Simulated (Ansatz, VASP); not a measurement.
# Two plane-wave programs on Li2Se

File INCAR:

```
PREC     = Accurate       # precision mode
ENCUT    = 750            # plane-wave cutoff, eV
EDIFF    = 1E-6           # SCF threshold, eV
ISMEAR   = 0              # smearing method
SIGMA    = 0.01           # smearing width, eV
LREAL    = F              # projectors in reciprocal space
LASPH    = T              # aspherical terms in the spheres
NELM     = 120            # most SCF steps
ALGO     = Normal         # electronic algorithm
ISIF     = 2              # what is computed and relaxed
LWAVE    = F              # write WAVECAR
LCHARG   = T              # write CHGCAR
GGA      = PE             # functional
LELF     = T              # ELF
LVHAR    = T            
NBANDS   = 13             # bands
GGA_COMPAT= F
```

Contents of KPOINTS:

```
regular mesh
0
Gamma
  6 6 6
```

POSCAR

```
Li2Se
1.0
    0.0000000000      2.9935210614      2.9935210614
    2.9935210614      0.0000000000      2.9935210614
    2.9935210614      2.9935210614      0.0000000000
Se Li
1 2
Direct
    0.0000000000      0.0000000000      0.0000000000
    0.2500000000      0.2500000000      0.2500000000
    0.7500000000      0.7500000000      0.7500000000
```

Input for Ansatz:

```yaml
crystal:
  lattice:
    - [0.0, 2.9935210614, 2.9935210614]
    - [2.9935210614, 0.0, 2.9935210614]
    - [2.9935210614, 2.9935210614, 0.0]
  atoms:
    - { symbol: Se, position: [0.0, 0.0, 0.0] }
    - { symbol: Li, position: [0.25, 0.25, 0.25] }
    - { symbol: Li, position: [0.75, 0.75, 0.75] }
kpoints:
  mp_grid: { grid: [6, 6, 6] }
hamiltonian:
  xc: pbe
scf:
  occupations: { method: fixed }
output:
  optics:
    e_range: [0, 16]
    de: 0.05
    sigma: 0.1
    bands: { spectra_wanted_up_to: 16 }
```

Alike in both runs: task single point; functional PBE; k mesh 6 × 6 × 6; no spin polarisation.

```csv
,VASP,Ansatz
version,VASP 6.6.1,Ansatz 0.2.0
potentials or method,"VASP PAW PBE potentials, release 64 (Se, Li_sv)","plane waves, PAW"
plane-wave cutoff (eV),750,420
occupations,"gaussian, width 0.01 eV",fixed
valence electrons in the cell,12,22
```

|  | VASP | Ansatz | Ansatz less VASP |
| --- | --- | --- | --- |
| gap on the k mesh at the Fermi level (eV) | 2.97 | 2.97 | +0.006 |

VASP's potentials hold 12 valence electrons a cell and Ansatz's 22, so a difference there can come from the potentials and not from the codes.
